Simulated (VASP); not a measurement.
Here is a VASP 6.6.1 calculation.

File INCAR:

```
SYSTEM = La3AlAs
  PREC = Accurate
  ENCUT = 600
  EDIFF = 1E-6
  ISMEAR = 0
  SIGMA = 0.05
  LREAL = .FALSE.
  LASPH = .TRUE.
  NELM = 80
  ALGO = Normal
  ISIF = 3
  LWAVE = .FALSE.
  LCHARG = .FALSE.
  GGA = CA
  IBRION = 2
  NSW = 80
  EDIFFG = -0.01
```

KPOINTS

```
Automatic mesh
0
G
  5 5 5
  0 0 0
```

File POSCAR:

```
La3AlAs
1.0
    5.7000000000      0.0000000000      0.0000000000
    0.0000000000      5.7000000000      0.0000000000
    0.0000000000      0.0000000000      5.7000000000
Al As La
1 1 3
Direct
    0.0000000000      0.0000000000      0.0000000000
    0.5000000000      0.5000000000      0.5000000000
    0.5000000000      0.5000000000      0.0000000000
    0.0000000000      0.5000000000      0.5000000000
    0.5000000000      0.0000000000      0.5000000000
```

Potentials or basis: VASP PAW LDA potentials, release 64 (Al, As, La).

Run with:

```console
$ cat potpaw_LDA.64/Al/POTCAR potpaw_LDA.64/As/POTCAR potpaw_LDA.64/La/POTCAR > POTCAR
$ mpirun -np 1 vasp_std > vasp.out
```

Q: Predict the space group after relaxing (to 0.1 Å).

A: Pm-3m (No. 221).

Q: What does it give for the relaxed cell?

A: a = 5.573 Å, b = 5.573 Å, c = 5.573 Å, α = 90.00°, β = 90.00°, γ = 90.00°.

Q: Predict the relaxed volume.

A: 34.62 Å³/atom.

Step by step:
```tsv
step	energy change (eV)	largest force (eV/Å)	pressure (GPa)	volume (Å³)
1	0.0000	0.0000	-2.99	185.19
2	-0.0866	0.0000	1.87	167.27
3	-0.1196	0.0000	0.00	173.10
```
